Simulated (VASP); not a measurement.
The system is Be.

```
Be
1.0
     2.16800    0.00000    0.00000
     0.00000    3.75500    0.00000
     0.00000    0.00000    3.41600
Be
4
Direct
  0.67000 0.82000 0.70000
  0.17000 0.68000 0.30000
  0.33000 0.18000 0.70000
  0.83000 0.32000 0.30000
```

| Item | Value |
| --- | --- |
| Program | VASP 6.6.1 |
| Task | relaxation of cell and atoms |
| Functional | r2SCAN |
| Potentials or basis | VASP PAW PBE potentials, release 64 (Be) |
| Cutoff | 600 eV |
| k mesh | 11 × 7 × 7 |
| Occupations | fermi-dirac, width 0.1 eV |
| Spin | no spin polarisation |

At the start: pressure 64.6 GPa; volume 6.95 Å³/atom.

Question: Where does the relaxation end?

Answer: Over 17 steps the energy falls by 1291.5 meV/atom and the volume is 7.88 Å³/atom (+13.4 %); space group P2_12_12 (No. 18, to 0.1 Å) before, I4/mmm (No. 139, to 0.1 Å).

Step by step:
```csv
step,energy change (eV),largest force (eV/Å),pressure (GPa),volume (Å³)
1,0.0000,7.8373,64.60,27.81
2,-4.2961,0.2386,-13.95,40.56
3,-4.5126,1.2497,-4.93,36.02
4,-4.5224,1.0793,-6.67,36.64
5,-4.8644,0.2166,-6.82,35.22
6,-4.9150,0.3843,-6.07,34.56
7,-4.9182,0.4655,-5.75,34.39
8,-5.0644,0.3594,-1.46,32.43
9,-5.1079,0.2811,2.41,31.26
10,-5.1120,0.2534,4.15,30.79
11,-5.1616,0.0890,1.30,31.25
12,-5.1629,0.1364,0.75,31.35
13,-5.1629,0.1308,0.81,31.34
14,-5.1660,0.0155,-0.16,31.58
15,-5.1660,0.0089,-0.24,31.60
16,-5.1660,0.0103,-0.22,31.59
17,-5.1661,0.0030,-0.01,31.53
```

Final structure:
```
Be
1.0
     2.42358    0.00000    0.00000
     0.00000    3.59482    0.00000
     0.00000    0.00000    3.61937
Be
4
Cartesian
  1.8178 2.6962 2.7147
  0.6060 2.6960 0.9047
  0.6058 0.8986 2.7147
  1.8176 0.8988 0.9047
```

Caveat: the PAW data sets were made with another functional, which shifts forces and pressure a little.
